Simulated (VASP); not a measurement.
# Si8HC in VASP: a series of runs

The runs below take Si8HC through single point, with LDA.

Everything below comes from runs of VASP 6.6.1. Logs are shortened: lines on timing, memory, paths and dates and some standing lists are left out, and cuts for length are marked.

**1. The cell of the first run**

The cell holds a slab with vacuum, 10 atoms: a = 3.802 Å, b = 6.289 Å, c = 20.796 Å, α = 90.00°, β = 90.00°, γ = 90.00°.

**2. Single point, LDA, collinear spin**

File INCAR:

```
SYSTEM = Si8HC
ALGO = Normal
DIPOL = 0.5 0.5 0.327
EDIFF = 1E-7
ENCUT = 520
GGA = CA
IDIPOL = 3
ISIF = 2
ISMEAR = 0
ISPIN = 2
LASPH = .TRUE.
LCHARG = .FALSE.
LDIPOL = .TRUE.
LORBIT = 11
LREAL = .FALSE.
LWAVE = .FALSE.
MAGMOM = 0 0 0 0 0 0 0 0 1 0
NBANDS = 34
NELM = 150
PREC = Accurate
SIGMA = 0.05
```

File KPOINTS:

```
k-points
0
G
  7 4 1
  0 0 0
```

File POSCAR:

```
Si8HC
1.0
    3.8016851341      0.0000000000      0.0000000000
    0.0000000000      6.2886938855      0.0000000000
    0.0000000000      0.0000000000     20.7958973402
Si C H
8 1 1
Direct
    0.0000000000      0.9369639535      0.1923456312
    0.0000000000      0.5630360465      0.1923456312
    0.5000000000      0.4369639535      0.2451181540
    0.5000000000      0.0630360465      0.2451181540
    0.5000000000      0.9330298456      0.3512004366
    0.5000000000      0.5669701544      0.3512004366
    0.0000000000      0.4261576321      0.3941112618
    0.0000000000      0.0738423679      0.3941112618
    0.5000000000      1.0928242987      0.4266399810
    0.5000000000      1.0928242987      0.4794126962
```

Potentials or basis: VASP PAW LDA potentials, release 64 (Si, C, H).

On the command line:

```sh
$ cat potpaw_LDA.64/Si/POTCAR potpaw_LDA.64/C/POTCAR potpaw_LDA.64/H/POTCAR > POTCAR
$ mpirun -np 1 vasp_std > vasp.out
```

OUTCAR:

```text
SYSTEM = Si8HC
   EDIFF = 1E-7
   ENCUT = 520
   GGA = CA
   ISIF = 2
   ISMEAR = 0
   ISPIN = 2
   LASPH = .TRUE.
   LORBIT = 11
   LREAL = .FALSE.
   NELM = 150
   PREC = Accurate

 ion  position               nearest neighbor table
   1  0.000  0.937  0.192-   4 2.33   4 2.33   2 2.35
   2  0.000  0.563  0.192-   3 2.33   3 2.33   1 2.35
   3  0.500  0.437  0.245-   2 2.33   2 2.33   4 2.35   6 2.35
   4  0.500  0.063  0.245-   1 2.33   1 2.33   3 2.35   5 2.35
   5  0.500  0.933  0.351-   9 1.86   8 2.28   8 2.28   6 2.30   4 2.35
   6  0.500  0.567  0.351-   7 2.28   7 2.28   5 2.30   3 2.35
   7  0.000  0.426  0.394-   8 2.22   6 2.28   6 2.28
   8  0.000  0.074  0.394-   9 2.02   9 2.02   7 2.22   5 2.28   5 2.28
   9  0.500  0.093  0.427-  10 1.10   5 1.86   8 2.02   8 2.02
  10  0.500  0.093  0.479-   9 1.10

  LATTYP: Found a simple orthorhombic cell.
 ALAT       =     3.8016851341
 B/A-ratio  =     1.6541858843
 C/A-ratio  =     5.4701787777

  Lattice vectors:

 A1 = (   3.8016851341,   0.0000000000,   0.0000000000)
 A2 = (   0.0000000000,   6.2886938855,   0.0000000000)
 A3 = (   0.0000000000,   0.0000000000,  20.7958973402)

Analysis of symmetry for initial positions (statically):
=====================================================================
 Subroutine PRICEL returns:
 Original cell was already a primitive cell.

 Routine SETGRP: Setting up the symmetry group for a
 simple orthorhombic supercell.

 Subroutine GETGRP returns: Found  2 space group operations
 (whereof  2 operations were pure point group operations)
 out of a pool of  8 trial point group operations.

The static configuration has the point symmetry C_1h.

Analysis of symmetry for dynamics (positions and initial velocities):
=====================================================================
 Subroutine PRICEL returns:
 Original cell was already a primitive cell.

 Routine SETGRP: Setting up the symmetry group for a
 simple orthorhombic supercell.

 Subroutine GETGRP returns: Found  2 space group operations
 (whereof  2 operations were pure point group operations)
 out of a pool of  8 trial point group operations.

The dynamic configuration has the point symmetry C_1h.

Analysis of structural, dynamic, and magnetic symmetry:
=====================================================================
 Subroutine PRICEL returns:
 Original cell was already a primitive cell.

 Routine SETGRP: Setting up the symmetry group for a
 simple orthorhombic supercell.

 Subroutine GETGRP returns: Found  2 space group operations
 (whereof  2 operations were pure point group operations)
 out of a pool of  8 trial point group operations.

The overall configuration has the point symmetry C_1h.

 Subroutine INISYM returns: Found  2 space group operations
 (whereof  2 operations are pure point group operations),
 and found     1 'primitive' translations

----------------------------------------------------------------------------------------

                                     Primitive cell

  volume of cell :     497.1807

  direct lattice vectors                    reciprocal lattice vectors
     3.801685134  0.000000000  0.000000000     0.263041247  0.000000000  0.000000000
     0.000000000  6.288693885  0.000000000     0.000000000  0.159015531  0.000000000
     0.000000000  0.000000000 20.795897340     0.000000000  0.000000000  0.048086408

  length of vectors
     3.801685134  6.288693885 20.795897340     0.263041247  0.159015531  0.048086408

  position of ions in fractional coordinates (direct lattice)
     0.000000000  0.936963953  0.192345631
     0.000000000  0.563036047  0.192345631
     0.500000000  0.436963953  0.245118154
     0.500000000  0.063036047  0.245118154
     0.500000000  0.933029846  0.351200437
     0.500000000  0.566970154  0.351200437
     0.000000000  0.426157632  0.394111262
     0.000000000  0.073842368  0.394111262
     0.500000000  0.092824299  0.426639981
     0.500000000  0.092824299  0.479412696

  ion indices of the primitive-cell ions
   primitive index   ion index
                 1           1
                 2           2
                 3           3
                 4           4
                 5           5
                 6           6
                 7           7
                 8           8
                 9           9
                10          10

----------------------------------------------------------------------------------------

 KPOINTS: k-points

Automatic generation of k-mesh.
 Grid dimensions read from file:
 generate k-points for:    7    4    1

 Generating k-lattice:

  Cartesian coordinates                     Fractional coordinates (reciprocal lattice)
     0.037577321  0.000000000  0.000000000     0.142857143  0.000000000  0.000000000
     0.000000000  0.039753883  0.000000000     0.000000000  0.250000000  0.000000000
     0.000000000  0.000000000  0.048086408     0.000000000  0.000000000  1.000000000

  Length of vectors
     0.037577321  0.039753883  0.048086408

  Shift w.r.t. Gamma in fractional coordinates (k-lattice)
     0.000000000  0.000000000  0.000000000

 Subroutine IBZKPT returns following result:
 ===========================================

 Found     12 irreducible k-points:

 Following reciprocal coordinates:
            Coordinates               Weight
  0.000000  0.000000  0.000000      1.000000
  0.142857  0.000000  0.000000      2.000000
  0.285714  0.000000  0.000000      2.000000
  0.428571  0.000000  0.000000      2.000000
  0.000000  0.250000  0.000000      2.000000
  0.142857  0.250000  0.000000      4.000000
  0.285714  0.250000  0.000000      4.000000
  0.428571  0.250000  0.000000      4.000000
  0.000000  0.500000  0.000000      1.000000
  0.142857  0.500000  0.000000      2.000000
  0.285714  0.500000  0.000000      2.000000
  0.428571  0.500000  0.000000      2.000000
   k-points           NKPTS =     12   k-points in BZ     NKDIM =     12   number of bands    NBANDS=     34
   number of dos      NEDOS =    301   number of ions     NIONS =     10
   total plane-waves  NPLWV = 215040
   dimension x,y,z NGX =    28 NGY =   48 NGZ =  160
   dimension x,y,z NGXF=    56 NGYF=   96 NGZF=  320
   ions per type =               8   1   1
   NGX,Y,Z   is equivalent  to a cutoff of  12.24, 12.69, 12.79 a.u.
   NGXF,Y,Z  is equivalent  to a cutoff of  24.49, 25.38, 25.58 a.u.
 SYSTEM =  Si8HC
   PREC   = accura    normal or accurate (medium, high low for compatibility)
   ISTART =      0    job   : 0-new  1-cont  2-samecut
   ICHARG =      2    charge: 1-file 2-atom 10-const
   ISPIN  =      2    spin polarized calculation?
   LNONCOLLINEAR =      F non collinear calculations
   LSORBIT =      F    spin-orbit coupling
   LASPH  =      T    aspherical Exc in radial PAW
   ENCUT  =  520.0 eV  38.22 Ry    6.18 a.u.   7.07 11.69 38.67*2*pi/ulx,y,z
   NELM   =    150;   NELMIN=  2; NELMDL= -5     # of ELM steps
   EDIFF  = 0.1E-06   stopping-criterion for ELM
   LREAL  =      F    real-space projection
   EDIFFG = 0.1E-05   stopping-criterion for IOM
   NSW    =      0    number of steps for IOM
   IBRION =     -1    ionic relax: 0-MD 1-quasi-New 2-CG
   NFREE  =      0    steps in history (QN), initial steepest desc. (CG)
   ISIF   =      2    stress and relaxation
   ISYM   =      2    0-nonsym 1-usesym 2-fastsym
   POTIM  = 0.5000    time-step for ionic-motion
   TEBEG  =    0.0;   TEEND  =   0.0 temperature during run
   PSTRESS=    0.0 pullay stress
   NELECT =      37.0000    total number of electrons
   NUPDOWN=      -1.0000    fix difference up-down
   EMIN   =  10.00;   EMAX   =-10.00  energy-range for DOS
   EFERMI =   0.00;   METHOD = LEGACY
   ISMEAR =     0;   SIGMA  =   0.05  broadening in eV -4-tet -1-fermi 0-gaus
   EFERMI_NEDOS =   21; number of points for ismear=-14 and -15
   IALGO  =     38    algorithm
   IMIX   =      4    mixing-type and parameters
     AMIX     =   0.40;   BMIX     =  1.00
     AMIX_MAG =   1.60;   BMIX_MAG =  1.00
  volume/ion in A,a.u.               =      49.72       335.51
  Fermi-wavevector in a.u.,A,eV,Ry     =   0.688606  1.301276  6.451582  0.474178
  Thomas-Fermi vector in A             =   1.769454
   LORBIT       =     11    0 simple, 1 ext, 2 COOP (PROOUT), +10 PAW based schemes
   GGA     = CA    functional components
   LHFCALC =     F    Hartree Fock is set to
   AEXX    =    0.0000 exact exchange contribution
   IVDW    =     0    specifies the selected vdW correction
   LEPSILON=     F    determine dielectric tensor
   LRPA    =     F    only Hartree local field effects (RPA)
 spin polarized calculation
 Gauss-broadening in eV      SIGMA  =   0.05
  energy-cutoff  :      520.00
  volume of cell :      497.18
 maximum number of plane-waves:     13430
   NGX = 15   NGY = 23   NGZ = 77

 dipolmoment           0.000000      0.000000      0.003879 electrons x Angstroem

 number of electron      37.0000001 magnetization       0.0000124

 dipolmoment           0.000000      0.000000     -0.122453 electrons x Angstroem

 Free energy of the ion-electron system (eV)
  ---------------------------------------------------
  ext. energy  EPLUGINS =         0.00000000
  ---------------------------------------------------
  free energy    TOTEN  =       -54.31327953 eV

  energy without entropy =      -54.30654656  energy(sigma->0) =      -54.30991305

 E-fermi :  -1.0363     XC(G=0):  -3.9876

 val. band max:       -1.0898418021   @ k =   0.0000   0.0000   0.0000
 cond. band min:      -1.0259917367   @ k =   0.1429   0.2500   0.0000
 fundamental gap:      0.0638500653
 Fermi energy:        -1.0362520711

 spin component 1

 k-point     1 :       0.0000    0.0000    0.0000
  band No.  band energies     occupation
      1     -15.2332      1.00000
      2     -12.2209      1.00000
      3     -10.9002      1.00000
      4     -10.2778      1.00000
      5      -9.1842      1.00000
      6      -8.2735      1.00000
[... 385 lines left out ...]
     29       3.5244      0.00000
     30       3.8453      0.00000
 Fermi energy:        -1.0362520711

 spin component 2

 k-point     1 :       0.0000    0.0000    0.0000
  band No.  band energies     occupation
      1     -15.2332      1.00000
      2     -12.2209      1.00000
      3     -10.9002      1.00000
      4     -10.2778      1.00000
      5      -9.1842      1.00000
      6      -8.2735      1.00000
[... 385 lines left out ...]
     29       3.5244      0.00000
     30       3.8453      0.00000
 [bands above 30 left out]

------------------------ aborting loop because EDIFF is reached ----------------------------------------

 vacuum level on the upper side and lower side of the slab       (xc-potential included)        -0.461         0.444

  FORCE on cell =-STRESS in cart. coord.  units (eV):
  Direction    XX          YY          ZZ          XY          YZ          ZX
  --------------------------------------------------------------------------------------
  -------------------------------------------------------------------------------------
  Total        0.3384973      2.0506332     -0.3278994      0.0000000     -0.5259384      0.0000000
  in kB        1.0908161      6.6082172     -1.0566639      0.0000000     -1.6948497      0.0000000
  external PRESSURE =       2.2141231 kB  Pullay stress =       0.0000000 kB

 VOLUME and BASIS-vectors are now :
 -----------------------------------------------------------------------------
  energy-cutoff  :      520.00
  volume of cell :      497.18
      direct lattice vectors                 reciprocal lattice vectors
     3.801685134  0.000000000  0.000000000     0.263041247  0.000000000  0.000000000
     0.000000000  6.288693885  0.000000000     0.000000000  0.159015531  0.000000000
     0.000000000  0.000000000 20.795897340     0.000000000  0.000000000  0.048086408

 POSITION                                       TOTAL-FORCE (eV/Angst)
 -----------------------------------------------------------------------------------
      0.00000      5.89228      4.00000         0.000000     -0.376733      0.402223
      0.00000      3.54076      4.00000         0.000000      0.608900      0.694610
      1.90084      2.74793      5.09745         0.000000     -0.116117     -0.689977
      1.90084      0.39641      5.09745         0.000000      0.092193     -0.433451
      1.90084      5.86754      7.30353         0.000000     -1.287483     -0.890145
      1.90084      3.56550      7.30353         0.000000      0.099068      0.031497
      0.00000      2.67997      8.19590         0.000000      0.576398     -0.077749
      0.00000      0.46437      8.19590         0.000000      0.979230      0.935491
      1.90084      0.58374      8.87236         0.000000     -0.304725     -0.012399
      1.90084      0.58374      9.96982         0.000000     -0.270731      0.039899
 -----------------------------------------------------------------------------------
    total drift:                               -0.000000     -0.000163      0.000041

  FREE ENERGIE OF THE ION-ELECTRON SYSTEM (eV)
  ---------------------------------------------------
  free  energy   TOTEN  =       -54.3132795333 eV

  energy  without entropy=      -54.3065465626  energy(sigma->0) =      -54.30991305

 vacuum level on the upper side and lower side of the slab         3.018         3.947

 total charge

# of ion       s       p       d       tot
------------------------------------------
    1        0.799   0.864   0.000   1.663
    2        0.806   0.848   0.000   1.654
    3        0.778   0.910   0.000   1.688
    4        0.770   0.918   0.000   1.687
    5        0.762   0.956   0.000   1.717
    6        0.775   0.960   0.000   1.735
    7        0.812   0.893   0.000   1.705
    8        0.775   0.911   0.000   1.686
    9        0.866   1.579   0.000   2.446
   10        0.589   0.050   0.000   0.640
--------------------------------------------------
tot          7.733   8.889   0.000  16.622

 magnetization (x)

# of ion       s       p       d       tot
------------------------------------------
    1        0.000   0.000   0.000   0.000
    2        0.000  -0.000   0.000  -0.000
    3        0.000   0.000   0.000   0.000
    4        0.000   0.000   0.000   0.000
    5        0.000   0.000   0.000   0.000
    6        0.000   0.000   0.000   0.000
    7        0.000   0.000   0.000   0.000
    8        0.000   0.000   0.000   0.000
    9        0.000   0.000   0.000   0.000
   10        0.000   0.000   0.000   0.000
--------------------------------------------------
tot          0.000   0.000   0.000   0.000
```

Wall time 20 min (1 thread of Intel Xeon Platinum 8259CL at 2.50GHz (Skylake/Cascade Lake), shared host); peak memory 0.62 GiB.

Results:

```
Free energy                                           : -54.3133 eV
Largest force                                         : 1.565 eV/Å
Net moment                                            : 0.00 μB per cell
Valence electrons inside the program's atomic spheres : Si 1.66, 1.65, 1.69, 1.72, 1.74, 1.71 (each value once); C 2.45; H 0.64
```

Forces in eV/Å, atoms in the order of the input:
```
Si   0.000 -0.377  0.402
Si   0.000  0.609  0.695
Si   0.000 -0.116 -0.690
Si   0.000  0.092 -0.433
Si   0.000 -1.287 -0.890
Si   0.000  0.099  0.031
Si   0.000  0.576 -0.078
Si   0.000  0.979  0.935
C    0.000 -0.305 -0.012
H    0.000 -0.271  0.040
```

**3. Single point, LDA, collinear spin**

File INCAR:

```
PREC     = Accurate       # precision mode
ENCUT    = 520            # plane-wave cutoff, eV
EDIFF    = 1E-7           # SCF threshold, eV
ISMEAR   = 0              # smearing method
SIGMA    = 0.05           # smearing width, eV
LREAL    = False          # projectors in reciprocal space
LASPH    = True           # aspherical terms in the spheres
NELM     = 150            # most SCF steps
ALGO     = Normal         # electronic algorithm
ISIF     = 2              # what is computed and relaxed
LWAVE    = False          # write WAVECAR
LCHARG   = True           # write CHGCAR
ISPIN    = 2              # spin polarisation
MAGMOM   = 0 0 0 0 0 0 0 0 1 0 # initial moments
LORBIT   = 11             # projections on sites
LDIPOL   = True         
IDIPOL   = 3            
DIPOL    = 0.5 0.5 0.337
GGA      = CA             # functional
LELF     = True           # ELF
LVHAR    = True         
LVACPOTAV= True         
NBANDS   = 34             # bands
```

File KPOINTS:

```
Automatic mesh
0
Gamma
  7 4 1
```

POSCAR: that of step 2 with these lines changed.

```diff
@@ -16,3 +16,3 @@
     0.0000000000      0.0738423679      0.3941112618
-    0.5000000000      1.0928242987      0.4266399810
-    0.5000000000      1.0928242987      0.4794126962
+    0.0000000000      0.4261576321      0.4769543776
+    0.0000000000      0.4261576321      0.5292060101
```

Potentials or basis: VASP PAW LDA potentials, release 64 (Si, C, H).

On the command line:

```sh
$ cat potpaw_LDA.64/Si/POTCAR potpaw_LDA.64/C/POTCAR potpaw_LDA.64/H/POTCAR > POTCAR
$ mpirun -np 1 vasp_std > vasp.out
```

It took 19 min on 1 thread of Intel Xeon Platinum 8259CL at 2.50GHz (Skylake/Cascade Lake), shared host; peak memory 0.63 GiB.

It converged, with:

```yaml
Free_energy: -53.6174 eV
Largest_force: 1.059 eV/Å
Net_moment: 0.35 μB per cell
Site_moments: Si +0.03, -0.01, -0.00, +0.00, +0.01 (each value once); C +0.14; H -0.00 μB
Valence_electrons_inside_the_program's_atomic_spheres: Si 1.66, 1.70, 1.69, 1.72, 1.75, 1.79 (each value once); C 2.36; H 0.65
```

Forces in eV/Å, atoms in the order of the input:
```
Si   0.000 -0.574  0.454
Si   0.000  0.670  0.606
Si   0.000  0.115 -0.454
Si   0.000 -0.081 -0.641
Si   0.000  0.103  0.131
Si   0.000  0.360 -0.996
Si   0.000  0.631  0.282
Si   0.000 -0.241  0.652
C    0.000 -0.860 -0.073
H    0.000 -0.122  0.038
```

Levels at points of the mesh, in eV from the Fermi level:
Spin up:
| k point | band 17 | band 18 | band 19 | band 20 | band 21 | band 22 |
| --- | --- | --- | --- | --- | --- | --- |
| (0.00, 0.00, 0.00) | -0.20 | 0.21 | 0.48 | 0.68 | 0.89 | 1.59 |
| (0.00, 0.50, 0.00) | -0.99 | -0.29 | 0.09 | 0.47 | 1.34 | 1.50 |
Spin down:
| k point | band 16 | band 17 | band 18 | band 19 | band 20 | band 21 |
| --- | --- | --- | --- | --- | --- | --- |
| (0.00, 0.00, 0.00) | -0.75 | -0.15 | 0.22 | 0.72 | 0.80 | 0.91 |
| (0.00, 0.50, 0.00) | -1.17 | -0.97 | -0.21 | 0.14 | 0.77 | 1.39 |
